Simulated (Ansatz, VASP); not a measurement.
Two plane-wave programs on GaSb

File INCAR:

```
SYSTEM = GaSb
  PREC = Accurate
  ENCUT = 520
  EDIFF = 1E-6
  ISMEAR = 0
  SIGMA = 0.15
  LREAL = .FALSE.
  LASPH = .TRUE.
  NELM = 100
  ALGO = Normal
  ISIF = 2
  LWAVE = .FALSE.
  LCHARG = .FALSE.
  GGA = CA
  NBANDS = 16
```

KPOINTS

```
regular mesh
0
G
  18 18 18
  0 0 0
```

Contents of POSCAR:

```
GaSb
1.0
   -1.4668912216      2.5267627393      2.8278805775
    1.4668912216     -2.5267627393      2.8278805775
    1.4668912216      2.5267627393     -2.8278805775
Ga Sb
1 1
Direct
    0.0000000000      0.0000000000      0.0000000000
    0.5000000000      0.5000000000      0.0000000000
```

Input for Ansatz:

```yaml
crystal:
  lattice:
    - [-1.4668912216, 2.5267627393, 2.8278805775]
    - [1.4668912216, -2.5267627393, 2.8278805775]
    - [1.4668912216, 2.5267627393, -2.8278805775]
  atoms:
    - { symbol: Ga, position: [0.0, 0.0, 0.0] }
    - { symbol: Sb, position: [0.5, 0.5, 0.0] }
basis:
  ecutwfc: 420
kpoints:
  mp_grid: { grid: [18, 18, 18] }
hamiltonian:
  xc: lda
  pseudopotentials: { kind: paw, azcp: { folder: soft_1 } }
scf:
  occupations: { method: gaussian, width: 0.15 }
output:
  forces: true
  stress: true
  eigenvalues: true
```

Change from the starting cell: volume 20.963 Å^3 an atom, stretch along a over the lengths across it, relative to the relaxed cell 0.9230.

Alike in both runs: task single point; functional LDA; k mesh 18 × 18 × 18; occupations gaussian, width 0.15 eV; no spin polarisation.

```csv
,VASP,Ansatz
version,VASP 6.6.1,Ansatz 0.2.0
potentials or method,"VASP PAW LDA potentials, release 64 (Ga_d, Sb), cutoff 520 eV","scalar-relativistic, plane waves, PAW"
valence electrons in the cell,18,28
```

```tsv
	VASP	Ansatz	Ansatz less VASP
gap on the k mesh at the Fermi level (eV)	none	none	-
pressure (GPa)	4.7	4.6	-0.19
traceless stress, the component that is largest in VASP (GPa)	-4.90	-4.80	+0.097
```

Ansatz warns that its potentials were made for another functional, while VASP's fit it. LDA's correlation is that of Perdew and Zunger in VASP and of Perdew and Wang (1992) in Ansatz. A gap of «none» marks a metal or a gap that the smearing closes. VASP's potentials hold 18 valence electrons a cell and Ansatz's 28, so a difference there can come from the potentials and not from the codes.

Spin-orbit coupling is off throughout.
